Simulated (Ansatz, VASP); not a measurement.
## WS2 in VASP and in Ansatz

File INCAR:

```
SYSTEM = WS2
  ALGO = Normal
  EDIFF = 1E-6
  ENCUT = 520
  GGA = RP
  ISIF = 2
  ISMEAR = -1
  IVDW = 12
  LASPH = .TRUE.
  LCHARG = .FALSE.
  LREAL = .FALSE.
  LWAVE = .FALSE.
  NBANDS = 35
  NELM = 80
  PREC = Accurate
  SIGMA = 0.05
```

KPOINTS

```
k-points
0
G
  10 10 3
  0 0 0
```

Contents of POSCAR:

```
WS2
1.0
    3.1800000000      0.0000000000      0.0000000000
   -1.5900000000      2.7539607840      0.0000000000
    0.0000000000      0.0000000000     12.5000000000
W S
2 4
Direct
    0.6666666667      0.3333333333      0.7500000000
    0.3333333333      0.6666666667      0.2500000000
    0.6666666667      0.3333333333      0.3750000000
    0.3333333333      0.6666666667      0.6250000000
    0.3333333334      0.6666666667      0.8750000000
    0.6666666666      0.3333333333      0.1250000000
```

input.yaml

```yaml
crystal:
  lattice:
    - [3.18, 0.0, 0.0]
    - [-1.59, 2.753960784, 0.0]
    - [0.0, 0.0, 12.5]
  atoms:
    - { symbol: W, position: [0.6666666667, 0.3333333333, 0.75] }
    - { symbol: W, position: [0.3333333333, 0.6666666667, 0.25] }
    - { symbol: S, position: [0.6666666667, 0.3333333333, 0.375] }
    - { symbol: S, position: [0.3333333333, 0.6666666667, 0.625] }
    - { symbol: S, position: [0.3333333334, 0.6666666667, 0.875] }
    - { symbol: S, position: [0.6666666666, 0.3333333333, 0.125] }
hamiltonian:
  xc: rpbe
  pseudopotentials: { kind: paw }
  dispersion: d3bj
kpoints:
  mp_grid: { grid: [10, 10, 3] }
  band_path:
    path:
      - [[0.0, 0.0, 0.0], [0.5, 0.0, 0.0], [0.3333333333, 0.3333333333, 0.0], [0.0, 0.0, 0.0], [0.0, 0.0, 0.5], [0.5, 0.0, 0.5], [0.3333333333, 0.3333333333, 0.5], [0.0, 0.0, 0.5]]
      - [[0.5, 0.0, 0.5], [0.5, 0.0, 0.0]]
      - [[0.3333333333, 0.3333333333, 0.0], [0.3333333333, 0.3333333333, 0.5]]
    npoints: 14
scf:
  occupations: { method: fermi_dirac, width: 0.05 }
  n_extra_bands: 15
output:
  forces: true
  stress: true
  eigenvalues: true
  fatbands: true
```

Alike in both runs: functional RPBE; dispersion D3(BJ); k mesh 10 × 10 × 3; occupations fermi-dirac, width 0.05 eV; no spin polarisation.

|  | VASP | Ansatz |
| --- | --- | --- |
| version | VASP 6.6.1 | Ansatz 0.2.0 |
| potentials or method | VASP PAW PBE potentials, release 64 (W_sv, S) | Ansatz PAW |
| plane-wave cutoff (eV) | 520 | 420 |
| valence electrons in the cell | 52 | 52 |
| task | single point | band structure |

|  | VASP | Ansatz | Ansatz less VASP |
| --- | --- | --- | --- |
| gap on the k mesh at the Fermi level (eV) | 1.19 | 1.17 | -0.016 |
| least direct gap on the mesh (eV) | 2.09 | 2.09 | -0.002 |
| pressure (GPa) | -14.2 | -14.1 | +0.14 |
| traceless stress, the component that is largest in VASP (GPa) | 6.47 | 6.49 | +0.018 |
| rms of the force components (eV/Å) | 0.160 | 0.155 | -0.0044 |

VASP's potentials were made for PBE, not for RPBE. Atom by atom the forces differ by 0.004 eV/Å (rms over components).

Neither program's run includes spin-orbit coupling. Noted on Ansatz's run: the k mesh misses the band edges, so the gap on the mesh is wider than the one along the path.
